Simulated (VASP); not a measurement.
The system is GdRe.

```
CELL_PARAMETERS angstrom
3.45990 0.00000 0.00000
0.00000 3.45990 0.00000
0.00000 0.00000 3.45990
ATOMIC_POSITIONS crystal
Gd 0.00000 0.00000 0.00000
Re 0.50000 0.50000 0.50000
```

Base run:

| Quantity | Value |
| --- | --- |
| Program | VASP 6.6.1 |
| Functional | PBE |
| Potentials or basis | VASP PAW PBE potentials, release 64 (Gd, Re) |
| Cutoff | 520 eV |
| k mesh | 12 × 12 × 12 |
| Occupations | gaussian, width 0.05 eV |
| Spin | collinear spin, ferromagnetic start |
| Starting moments | [7.0, 0.0] μB |

Its results: pressure 0.2 GPa; net moment 6.05 μB per cell; site moments Gd +6.75; Re -0.90 μB.

Question: The run is repeated on the same cell with these changes: k mesh from 12 × 12 × 12, through Γ to 15 × 15 × 15, shifted. What comes out?

Answer: Pressure -0.1 GPa; net moment 6.33 μB per cell; site moments Gd +6.76; Re -0.67 μB.
